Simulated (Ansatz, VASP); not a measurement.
**La: VASP beside Ansatz**

```
La
1.0
    -2.14534    2.14534    2.14534
     2.14534   -2.14534    2.14534
     2.14534    2.14534   -2.14534
La
1
Direct
  0.00000 0.00000 0.00000
```

Alike in both runs: task single point; functional PBE; k mesh 12 × 12 × 12; occupations fermi-dirac, width 0.1 eV; no spin polarisation.

|  | VASP | Ansatz |
| --- | --- | --- |
| version | VASP 6.6.1 | Ansatz 0.2.0 |
| potentials or method | VASP PAW PBE potentials, release 64 (La), cutoff 520 eV | plane waves (420 eV) with PAW, scalar-relativistic |
| valence electrons in the cell | 11 | 11 |

|  | VASP | Ansatz | Ansatz less VASP |
| --- | --- | --- | --- |
| pressure (GPa) | -0.9 | -1.0 | -0.04 |

Neither program's run includes spin-orbit coupling.
